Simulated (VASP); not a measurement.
# HfB3N (R32) in VASP: notebook

HfB3N is run at these levels: PBE; tasks: single point, relaxation of cell and atoms.

Everything below comes from runs of VASP 6.6.1. Logs are shortened: lines on timing, memory, paths and dates and some standing lists are left out, and cuts for length are marked.

**1. The cell of the first run**

It takes space group R32 (No. 155, trigonal). Conventional cell: a = 6.281 Å, b = 6.281 Å, c = 4.399 Å, α = 90.00°, β = 90.00°, γ = 120.00°. Hf (site symmetry 32) has 2 N at 2.20 Å and 12 B at 2.54 to 2.68 Å within 2.9 Å. Within 2.0 Å of B (site symmetry 2) lie 1 N at 1.52 Å and 2 B at 1.77 Å. Within 2.0 Å of N (site symmetry 32) lie 3 B at 1.52 Å.

The cell was built from a structure type or drawn by symmetry, and may not be a known phase.

**2. Single point, PBE**

INCAR reads:

```
ALGO = Normal
EDIFF = 1E-6
ENCUT = 600
GGA = PE
GGA_COMPAT = F
ISIF = 2
ISMEAR = 0
LASPH = T
LCHARG = F
LREAL = F
LWAVE = F
NBANDS = 20
NELM = 120
PREC = Accurate
SIGMA = 0.1
```

KPOINTS reads:

```
k-points
0
Gamma
  6 6 6
```

POSCAR reads:

```
HfB3N
1.0
    3.1405687278      1.8132082004      1.4664400451
   -3.1405687278      1.8132082004      1.4664400451
    0.0000000000     -3.6264164008      1.4664400451
Hf B N
1 3 1
Direct
    0.0000000000      0.0000000000      0.0000000000
    0.5000000000      0.7427773800      0.2572226200
    0.2572226200      0.5000000000      0.7427773800
    0.7427773800      0.2572226200      0.5000000000
    0.5000000000      0.5000000000      0.5000000000
```

Potentials or basis: VASP PAW PBE potentials, release 64 (Hf_pv, B, N).

Started as:

```console
$ cat potpaw_PBE.64/Hf_pv/POTCAR potpaw_PBE.64/B/POTCAR potpaw_PBE.64/N/POTCAR > POTCAR
$ mpirun -np 1 vasp_std > vasp.out
```

OUTCAR:

```text
EDIFF = 1E-6
   ENCUT = 600
   GGA = PE
   ISIF = 2
   ISMEAR = 0
   LASPH = T
   LREAL = F
   NELM = 120
   PREC = Accurate

 ion  position               nearest neighbor table
   1  0.000  0.000  0.000-   5 2.20   5 2.20   2 2.54   3 2.54   4 2.54   4 2.54   2 2.54   3 2.54
                             2 2.68   2 2.68   3 2.68   3 2.68   4 2.68   4 2.68
   2  0.500  0.743  0.257-   5 1.52   3 1.77   4 1.77   1 2.54   1 2.54   1 2.68   1 2.68
   3  0.257  0.500  0.743-   5 1.52   2 1.77   4 1.77   1 2.54   1 2.54   1 2.68   1 2.68
   4  0.743  0.257  0.500-   5 1.52   3 1.77   2 1.77   1 2.54   1 2.54   1 2.68   1 2.68
   5  0.500  0.500  0.500-   2 1.52   3 1.52   4 1.52   1 2.20   1 2.20

  LATTYP: Found a trigonal (rhomboedric) cell.
 ALAT       =     3.9116930245
 COS(alpha) =    -0.2891904160

  Lattice vectors:

 A1 = (   3.1405687278,   1.8132082004,   1.4664400451)
 A2 = (  -3.1405687278,   1.8132082004,   1.4664400451)
 A3 = (   0.0000000000,  -3.6264164008,   1.4664400451)

Analysis of symmetry for initial positions (statically):
=====================================================================
 Subroutine PRICEL returns:
 Original cell was already a primitive cell.

 Routine SETGRP: Setting up the symmetry group for a
 trigonal (rhombohedral) supercell.

 Subroutine GETGRP returns: Found  6 space group operations
 (whereof  6 operations were pure point group operations)
 out of a pool of 12 trial point group operations.

The static configuration has the point symmetry D_3 .

Analysis of symmetry for dynamics (positions and initial velocities):
=====================================================================
 Subroutine PRICEL returns:
 Original cell was already a primitive cell.

 Routine SETGRP: Setting up the symmetry group for a
 trigonal (rhombohedral) supercell.

 Subroutine GETGRP returns: Found  6 space group operations
 (whereof  6 operations were pure point group operations)
 out of a pool of 12 trial point group operations.

The dynamic configuration has the point symmetry D_3 .

 Subroutine INISYM returns: Found  6 space group operations
 (whereof  6 operations are pure point group operations),
 and found     1 'primitive' translations

----------------------------------------------------------------------------------------

                                     Primitive cell

  volume of cell :      50.1039

  direct lattice vectors                    reciprocal lattice vectors
     3.140568728  1.813208200  1.466440045     0.159206833  0.091918108  0.227307850
    -3.140568728  1.813208200  1.466440045    -0.159206833  0.091918108  0.227307850
     0.000000000 -3.626416401  1.466440045     0.000000000 -0.183836215  0.227307850

  length of vectors
     3.911693024  3.911693024  3.911693024     0.292343313  0.292343313  0.292343313

  position of ions in fractional coordinates (direct lattice)
     0.000000000  0.000000000  0.000000000
     0.500000000  0.742777380  0.257222620
     0.257222620  0.500000000  0.742777380
     0.742777380  0.257222620  0.500000000
     0.500000000  0.500000000  0.500000000

  ion indices of the primitive-cell ions
   primitive index   ion index
                 1           1
                 2           2
                 3           3
                 4           4
                 5           5

----------------------------------------------------------------------------------------

 KPOINTS: k-points

Automatic generation of k-mesh.
 Grid dimensions read from file:
 generate k-points for:    6    6    6

 Generating k-lattice:

  Cartesian coordinates                     Fractional coordinates (reciprocal lattice)
     0.026534472  0.015319685  0.037884642     0.166666667 -0.000000000 -0.000000000
    -0.026534472  0.015319685  0.037884642    -0.000000000  0.166666667 -0.000000000
     0.000000000 -0.030639369  0.037884642    -0.000000000 -0.000000000  0.166666667

  Length of vectors
     0.048723885  0.048723885  0.048723885

  Shift w.r.t. Gamma in fractional coordinates (k-lattice)
     0.000000000  0.000000000  0.000000000

 Subroutine IBZKPT returns following result:
 ===========================================

 Found     32 irreducible k-points:

 Following reciprocal coordinates:
            Coordinates               Weight
  0.000000  0.000000  0.000000      1.000000
  0.166667 -0.000000 -0.000000      6.000000
  0.333333 -0.000000 -0.000000      6.000000
  0.500000  0.000000 -0.000000      3.000000
  0.166667  0.166667 -0.000000      6.000000
  0.333333  0.166667 -0.000000     12.000000
[... 16 lines left out ...]
  0.500000  0.500000  0.166667      6.000000
 -0.333333  0.500000  0.166667     12.000000
 [... further k-points ...]
   k-points           NKPTS =     32   k-points in BZ     NKDIM =     32   number of bands    NBANDS=     20
   number of dos      NEDOS =    301   number of ions     NIONS =      5
   total plane-waves  NPLWV =  32768
   dimension x,y,z NGX =    32 NGY =   32 NGZ =   32
   dimension x,y,z NGXF=    64 NGYF=   64 NGZF=   64
   ions per type =               1   3   1
   NGX,Y,Z   is equivalent  to a cutoff of  13.60, 13.60, 13.60 a.u.
   NGXF,Y,Z  is equivalent  to a cutoff of  27.20, 27.20, 27.20 a.u.
 SYSTEM =  unknown system
   PREC   = accura    normal or accurate (medium, high low for compatibility)
   ISTART =      0    job   : 0-new  1-cont  2-samecut
   ICHARG =      2    charge: 1-file 2-atom 10-const
   ISPIN  =      1    spin polarized calculation?
   LNONCOLLINEAR =      F non collinear calculations
   LSORBIT =      F    spin-orbit coupling
   LASPH  =      T    aspherical Exc in radial PAW
   ENCUT  =  600.0 eV  44.10 Ry    6.64 a.u.   7.81  7.81  7.81*2*pi/ulx,y,z
   NELM   =    120;   NELMIN=  2; NELMDL= -5     # of ELM steps
   EDIFF  = 0.1E-05   stopping-criterion for ELM
   LREAL  =      F    real-space projection
   EDIFFG = 0.1E-04   stopping-criterion for IOM
   NSW    =      0    number of steps for IOM
   IBRION =     -1    ionic relax: 0-MD 1-quasi-New 2-CG
   NFREE  =      0    steps in history (QN), initial steepest desc. (CG)
   ISIF   =      2    stress and relaxation
   ISYM   =      2    0-nonsym 1-usesym 2-fastsym
   POTIM  = 0.5000    time-step for ionic-motion
   TEBEG  =    0.0;   TEEND  =   0.0 temperature during run
   PSTRESS=    0.0 pullay stress
   NELECT =      24.0000    total number of electrons
   NUPDOWN=      -1.0000    fix difference up-down
   EMIN   =  10.00;   EMAX   =-10.00  energy-range for DOS
   EFERMI =   0.00;   METHOD = LEGACY
   ISMEAR =     0;   SIGMA  =   0.10  broadening in eV -4-tet -1-fermi 0-gaus
   EFERMI_NEDOS =   21; number of points for ismear=-14 and -15
   IALGO  =     38    algorithm
   IMIX   =      4    mixing-type and parameters
     AMIX     =   0.40;   BMIX     =  1.00
     AMIX_MAG =   1.60;   BMIX_MAG =  1.00
  volume/ion in A,a.u.               =      10.02        67.62
  Fermi-wavevector in a.u.,A,eV,Ry     =   1.280918  2.420584 22.323779  1.640751
  Thomas-Fermi vector in A             =   2.413318
   LORBIT       =      0    0 simple, 1 ext, 2 COOP (PROOUT), +10 PAW based schemes
   GGA     = PE    functional components
   LHFCALC =     F    Hartree Fock is set to
   AEXX    =    0.0000 exact exchange contribution
   IVDW    =     0    specifies the selected vdW correction
   LEPSILON=     F    determine dielectric tensor
   LRPA    =     F    only Hartree local field effects (RPA)
 non-spin polarized calculation
 Gauss-broadening in eV      SIGMA  =   0.10
  energy-cutoff  :      600.00
  volume of cell :       50.10
 maximum number of plane-waves:      1686
   NGX = 15   NGY = 15   NGZ = 15

 number of electron      24.0000001 magnetization

 Free energy of the ion-electron system (eV)
  ---------------------------------------------------
  ext. energy  EPLUGINS =         0.00000000
  ---------------------------------------------------
  free energy    TOTEN  =       -39.46869054 eV

  energy without entropy =      -39.46269606  energy(sigma->0) =      -39.46569330

 E-fermi :   5.9850     XC(G=0): -11.5963

 val. band max:        5.9827941123   @ k =   0.1667   0.1667   0.1667
 cond. band min:       6.0096577318   @ k =   0.5000   0.5000   0.1667
 fundamental gap:      0.0268636196
 Fermi energy:         5.9849900145

 k-point     1 :       0.0000    0.0000    0.0000
  band No.  band energies     occupation
      1     -25.1552      2.00000
      2     -24.8737      2.00000
      3     -24.8737      2.00000
      4     -12.5401      2.00000
      5      -3.5472      2.00000
      6      -1.9990      2.00000
[... 12 lines left out ...]
     19      11.4958      0.00000
     20      14.2884      0.00000

 k-point     2 :       0.1667   -0.0000   -0.0000
  band No.  band energies     occupation
      1     -25.1759      2.00000
      2     -24.8867      2.00000
      3     -24.8731      2.00000
      4     -12.3198      2.00000
      5      -3.8279      2.00000
      6      -2.3468      2.00000
[... 12 lines left out ...]
     19      12.8088      0.00000
     20      14.9699      0.00000

 k-point     3 :       0.3333   -0.0000   -0.0000
  band No.  band energies     occupation
      1     -25.2180      2.00000
      2     -24.9107      2.00000
      3     -24.8727      2.00000
      4     -11.8308      2.00000
      5      -4.5325      2.00000
      6      -2.6343      2.00000
[... 12 lines left out ...]
     19      14.6601      0.00000
     20      15.1107      0.00000

 k-point     4 :       0.5000    0.0000   -0.0000
  band No.  band energies     occupation
      1     -25.2392      2.00000
      2     -24.9221      2.00000
      3     -24.8725      2.00000
      4     -11.5535      2.00000
      5      -4.9076      2.00000
      6      -2.7450      2.00000
[... 429 lines left out ...]
 k-point    23 :       0.5000    0.5000    0.1667
  band No.  band energies     occupation
      1     -25.1854      2.00000
      2     -24.9533      2.00000
      3     -24.9034      2.00000
      4     -11.9649      2.00000
      5      -4.8767      2.00000
      6      -3.2114      2.00000
[... 12 lines left out ...]
     19      13.1265      0.00000
     20      14.1239      0.00000

 k-point    24 :      -0.3333    0.5000    0.1667
  band No.  band energies     occupation
      1     -25.2189      2.00000
      2     -24.9402      2.00000
      3     -24.9004      2.00000
      4     -11.6374      2.00000
      5      -4.7085      2.00000
      6      -3.5502      2.00000
[... 12 lines left out ...]
     19      13.8549      0.00000
     20      14.6107      0.00000

 [... further k-points ...]
[... 5 lines left out ...]
  --------------------------------------------------------------------------------------
  -------------------------------------------------------------------------------------
  Total       -0.0303378     -0.0303378     -0.4908541      0.0000000     -0.0000000      0.0000000
  in kB       -0.9701153     -0.9701153    -15.6960892      0.0000000     -0.0000000      0.0000000
  external PRESSURE =      -5.8787733 kB  Pullay stress =       0.0000000 kB

 VOLUME and BASIS-vectors are now :
 -----------------------------------------------------------------------------
  energy-cutoff  :      600.00
  volume of cell :       50.10
      direct lattice vectors                 reciprocal lattice vectors
     3.140568728  1.813208200  1.466440045     0.159206833  0.091918108  0.227307850
    -3.140568728  1.813208200  1.466440045    -0.159206833  0.091918108  0.227307850
     0.000000000 -3.626416401  1.466440045     0.000000000 -0.183836215  0.227307850

 POSITION                                       TOTAL-FORCE (eV/Angst)
 -----------------------------------------------------------------------------------
      0.00000      0.00000      0.00000         0.000000     -0.000000      0.000000
     -0.76246      1.32062      2.19966        -0.009182      0.015904      0.000000
     -0.76246     -1.32062      2.19966        -0.009182     -0.015904      0.000000
      1.52492      0.00000      2.19966         0.018365      0.000000     -0.000000
      0.00000      0.00000      2.19966         0.000000     -0.000000      0.000000
 -----------------------------------------------------------------------------------
    total drift:                                0.000000      0.000000     -0.000000

  FREE ENERGIE OF THE ION-ELECTRON SYSTEM (eV)
  ---------------------------------------------------
  free  energy   TOTEN  =       -39.4686905366 eV

  energy  without entropy=      -39.4626960637  energy(sigma->0) =      -39.46569330
```

It took 44 s on 1 thread of Intel Xeon 8259CL, shared host; peak memory 0.2 GiB.

What came out:

```
Free energy            : -39.4687 eV
Pressure               : -0.6 GPa
Largest force          : 0.018 eV/Å
Band gap on the k mesh : zero (bands 12 and 13 overlap by 1.05 eV)
```

Forces on the atoms (eV/Å):
```
Hf   0.000  0.000  0.000
B   -0.009  0.016  0.000
B   -0.009 -0.016  0.000
B    0.018  0.000  0.000
N    0.000  0.000  0.000
```

Stress tensor (GPa, compression positive):
```
-0.10  0.00  0.00
 0.00 -0.10  0.00
 0.00  0.00 -1.57
```

Caveat: spin-orbit coupling is left out, which moves the levels of the heavy elements.

**3. Single point, PBE**

This run uses another cell than the first one, of 11.38 Å³/atom.

INCAR reads:

```
SYSTEM = HfB3N
PREC = Accurate
ENCUT = 600
EDIFF = 1E-6
ISMEAR = 0
SIGMA = 0.1
LREAL = .FALSE.
LASPH = .TRUE.
NELM = 120
ALGO = Normal
ISIF = 2
LWAVE = .FALSE.
LCHARG = .FALSE.
GGA = PE
NBANDS = 20
GGA_COMPAT = .FALSE.
```

KPOINTS reads:

```
regular mesh
0
G
  6 6 6
  0 0 0
```

POSCAR reads:

```
HfB3N
1.0
    2.4313117200      1.4037184800      2.7780017500
   -2.4313117200      1.4037184800      2.7780017500
    0.0000000000     -2.8074369600      2.7780017500
Hf B N
1 3 1
Direct
    0.0000000000      0.0000000000      0.0000000000
    0.5000000000      0.7514317500      0.2485682500
    0.2485682500      0.5000000000      0.7514317500
    0.7514317500      0.2485682500      0.5000000000
    0.5000000000      0.5000000000      0.5000000000
```

Potentials or basis: VASP PAW PBE potentials, release 64 (Hf_pv, B, N).

Started as:

```console
$ cat potpaw_PBE.64/Hf_pv/POTCAR potpaw_PBE.64/B/POTCAR potpaw_PBE.64/N/POTCAR > POTCAR
$ mpirun -np 1 vasp_std > vasp.out
```

OUTCAR:

```text
SYSTEM = HfB3N
   PREC = Accurate
   ENCUT = 600
   EDIFF = 1E-6
   ISMEAR = 0
   LREAL = .FALSE.
   LASPH = .TRUE.
   NELM = 120
   ISIF = 2
   GGA = PE

 ion  position               nearest neighbor table
   1  0.000  0.000  0.000-   2 2.32   3 2.32   4 2.32   4 2.32   3 2.32   2 2.32
   2  0.500  0.751  0.249-   5 1.22   4 2.12   3 2.12   1 2.32   1 2.32
   3  0.249  0.500  0.751-   5 1.22   4 2.12   2 2.12   1 2.32   1 2.32
   4  0.751  0.249  0.500-   5 1.22   2 2.12   3 2.12   1 2.32   1 2.32
   5  0.500  0.500  0.500-   4 1.22   3 1.22   2 1.22

  LATTYP: Found a trigonal (rhomboedric) cell.
 ALAT       =     3.9495564317
 COS(alpha) =     0.2420952338

  Lattice vectors:

 A1 = (   2.4313117200,   1.4037184800,   2.7780017500)
 A2 = (  -2.4313117200,   1.4037184800,   2.7780017500)
 A3 = (   0.0000000000,  -2.8074369600,   2.7780017500)

Analysis of symmetry for initial positions (statically):
=====================================================================
 Subroutine PRICEL returns:
 Original cell was already a primitive cell.

 Routine SETGRP: Setting up the symmetry group for a
[... 169 lines left out ...]
  ---------------------------------------------------
  free energy    TOTEN  =       -31.33241617 eV

  energy without entropy =      -31.31619044  energy(sigma->0) =      -31.32430331

 E-fermi :   4.3222     XC(G=0): -10.8171

 val. band max:        4.3199995836   @ k =   0.3333   0.0000  -0.0000
 cond. band min:       4.3558456298   @ k =  -0.3333   0.3333   0.0000
 fundamental gap:      0.0358460463
 Fermi energy:         4.3221659299

 k-point     1 :       0.0000    0.0000    0.0000
  band No.  band energies     occupation
      1     -25.3125      2.00000
      2     -25.3125      2.00000
      3     -25.1986      2.00000
      4     -16.5529      2.00000
      5      -6.5589      2.00000
      6      -6.5589      2.00000
[... 541 lines left out ...]
     19      10.5199      0.00000
     20      13.0916      0.00000

 [... further k-points ...]
[... 5 lines left out ...]
  --------------------------------------------------------------------------------------
  -------------------------------------------------------------------------------------
  Total       28.5439108     28.5439109      0.2016463      0.0000000      0.0000000      0.0000000
  in kB      803.9325839    803.9325884      5.6793204      0.0000000      0.0000000      0.0000000
  external PRESSURE =     537.8481642 kB  Pullay stress =       0.0000000 kB

 VOLUME and BASIS-vectors are now :
 -----------------------------------------------------------------------------
  energy-cutoff  :      600.00
  volume of cell :       56.89
      direct lattice vectors                 reciprocal lattice vectors
     2.431311720  1.403718480  2.778001750     0.205650306  0.118732259  0.119990325
    -2.431311720  1.403718480  2.778001750    -0.205650306  0.118732259  0.119990325
     0.000000000 -2.807436960  2.778001750     0.000000000 -0.237464519  0.119990325

 POSITION                                       TOTAL-FORCE (eV/Angst)
 -----------------------------------------------------------------------------------
      0.00000      0.00000      0.00000        -0.000000      0.000000     -0.000000
     -0.61131      1.05882      4.16700        -6.209832     10.755744     -0.000000
     -0.61131     -1.05882      4.16700        -6.209832    -10.755744     -0.000000
      1.22262      0.00000      4.16700        12.419663      0.000000      0.000000
      0.00000      0.00000      4.16700        -0.000000      0.000000     -0.000000
 -----------------------------------------------------------------------------------
    total drift:                               -0.000000     -0.000000     -0.000000

  FREE ENERGIE OF THE ION-ELECTRON SYSTEM (eV)
  ---------------------------------------------------
  free  energy   TOTEN  =       -31.3324161720 eV

  energy  without entropy=      -31.3161904432  energy(sigma->0) =      -31.32430331
```

OSZICAR:

```text
N       E                     dE             d eps       ncg     rms          rms(c)
DAV:   1     0.100557848686E+03    0.10056E+03   -0.13401E+04  1280   0.124E+03
DAV:   2    -0.303934914238E+02   -0.13095E+03   -0.12720E+03  1648   0.286E+02
DAV:   3    -0.371714351242E+02   -0.67779E+01   -0.66844E+01  1636   0.531E+01
DAV:   4    -0.372375663065E+02   -0.66131E-01   -0.66096E-01  1492   0.594E+00
DAV:   5    -0.372382093583E+02   -0.64305E-03   -0.64303E-03  1592   0.568E-01    0.468E+01
DAV:   6    -0.316179883553E+02    0.56202E+01   -0.14500E+01  1440   0.243E+01    0.306E+01
DAV:   7    -0.313694186503E+02    0.24857E+00   -0.18190E+00  1472   0.831E+00    0.145E+01
DAV:   8    -0.313458230790E+02    0.23596E-01   -0.30349E-01  1520   0.320E+00    0.148E+00
DAV:   9    -0.313326558911E+02    0.13167E-01   -0.61433E-02  1476   0.166E+00    0.455E-01
DAV:  10    -0.313324350622E+02    0.22083E-03   -0.38984E-03  1468   0.380E-01    0.247E-01
DAV:  11    -0.313324051716E+02    0.29891E-04   -0.35403E-04  1500   0.108E-01    0.576E-02
DAV:  12    -0.313324153292E+02   -0.10158E-04   -0.49774E-05  1532   0.423E-02    0.155E-02
DAV:  13    -0.313324161720E+02   -0.84273E-06   -0.90533E-06  1464   0.159E-02
   1 F= -.31332416E+02 E0= -.31324303E+02  d E =-.162257E-01
```

It took 48 s on 1 thread of Intel Xeon 8259CL, shared host; peak memory 0.2 GiB.

What came out:

```yaml
Free_energy: -31.3324 eV
Pressure: 53.8 GPa
Largest_force: 12.420 eV/Å
Band_gap_on_the_k_mesh: zero (bands 12 and 13 overlap by 1.04 eV)
```

Forces in eV/Å, atoms in the order of the input:
```
Hf    0.000   0.000   0.000
B    -6.210  10.756   0.000
B    -6.210 -10.756   0.000
B    12.420   0.000   0.000
N     0.000   0.000   0.000
```

Stress tensor (GPa, compression positive):
```
80.39  0.00  0.00
 0.00 80.39  0.00
 0.00  0.00  0.57
```

Caveat: the cell stands under pressure; spin-orbit coupling is left out, which moves the levels of the heavy elements; forces of over 1 eV/Å act on the atoms, so gaps and moduli don't describe the material at rest.

(Continued in part 2 of 2.)
